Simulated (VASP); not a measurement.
Set up this calculation in VASP 6.6.1, as the native input.

```yaml
Task: relaxation of cell and atoms
Functional: PBEsol
Potentials_or_basis: VASP PAW PBE potentials, release 64 (V_sv)
Cutoff: 600 eV
k_mesh: 12 × 12 × 6
Occupations: fermi-dirac, width 0.05 eV
Spin: collinear spin, ferromagnetic start
Starting_moments: "[2.0, 2.0] μB"
Target_pressure: 30 GPa
Dipole_correction: no
Further_INCAR_settings: ALGO = Normal; EDIFF = 1e-06; IBRION = 2; EDIFFG = -0.005; NSW = 80; ISIF = 3
```

The structure of V lies in POSCAR:

```
V
1.0
    2.6042941027      0.0000000000      0.0000000000
   -1.3021470513      2.2553848518      0.0000000000
    0.0000000000      0.0000000000      4.7233360000
V
2
Direct
    0.3333333333      0.6666666667      0.2500000000
    0.6666666667      0.3333333333      0.7500000000
```

This isn't the form of V at room conditions, which is bcc.

The input as run:

INCAR

```
PREC = Accurate
ENCUT = 600
EDIFF = 1E-6
ISMEAR = -1
SIGMA = 0.05
LREAL = F
LASPH = T
NELM = 150
ALGO = Normal
ISIF = 3
LWAVE = F
LCHARG = F
ISPIN = 2
MAGMOM = 2 2
LORBIT = 11
LMAXMIX = 4
GGA = PS
IBRION = 2
NSW = 80
EDIFFG = -0.005
PSTRESS = 300.0
```

KPOINTS

```
Automatic mesh
0
Gamma
  12 12 6
```

Potentials or basis: VASP PAW PBE potentials, release 64 (V_sv).

Run with:

```bash
$ cat potpaw_PBE.64/V_sv/POTCAR > POTCAR
$ mpirun -np 1 vasp_std > vasp.out
```

It gave:

| Property | Result |
| --- | --- |
| Relaxed volume | 11.74 Å³/atom |
| Relaxed cell | a = 2.464 Å, b = 2.464 Å, c = 4.469 Å, α = 90.00°, β = 90.00°, γ = 120.00° |
| Space group after relaxing (to 0.1 Å) | P6_3/mmc (No. 194) |
| Energy change on relaxing (the run minimises the enthalpy) | +119.9 meV/atom |
| Ionic steps | 6 |
| Pressure after relaxing | 30.0 GPa |
| Band gap on the k mesh | zero (filled and empty bands overlap) |
| Net moment | 0.00 μB per cell |
| Valence electrons inside the program's atomic spheres | V 11.96 |

Caveat: the cell is relaxed towards a set pressure, so the run minimises the enthalpy, not the energy; the volume moved by over 15 % at a fixed basis, so the end points are rough; the moments typed at the start vanished in this run; the PAW data sets were made with another functional, which shifts forces and pressure a little.

Run time: 7.4 min on 1 thread of Intel Xeon 8259CL, with other jobs on the host, peak memory 0.23 GiB.
